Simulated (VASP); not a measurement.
Runs of VASP 6.6.1 on TaAs. The structure is that of space group Fm-3m (No. 225), or close to it. The cells are those of the table. 

| task | cell | k mesh | cutoff (eV) | gap on the mesh (eV) | pressure (GPa) |
| --- | --- | --- | --- | --- | --- |
| single point | a = 3.705 Å, angles 60.0°, 2 atoms | 8 × 8 × 8 | 520 | none | 0.6 |
| single point | a = 3.705 Å, angles 60.0°, 2 atoms | 14 × 14 × 14 | 520 | none | 0.4 |
| single point | a = 3.513 Å, angles 60.0°, 2 atoms | 6 × 6 × 6 | 520 | none | (a) |
| relaxation of cell and atoms | relaxed from a = 3.513 Å, angles 60.0°, 2 atoms | 8 × 8 × 8 | 600 | - | 0.0 |

Alike in all rows: level r2SCAN; potentials or basis VASP PAW PBE potentials, release 64 (Ta_pv, As); no spin polarisation; smearing gaussian 0.1 eV.

Q: Estimate the missing entries.

A: (a) 39.5.

Caveats: some runs use coarse meshes; the PAW data sets were made with another functional, which shifts forces and pressure a little; spin-orbit coupling is left out, which moves the levels of the heavy elements; the bands computed are all filled at some k points, so no gap is given (some runs).

A k mesh can miss the band edges, and the runs leave out spin-orbit coupling on As, Ta.

A gap of «none» marks levels without a gap at the run's occupations.
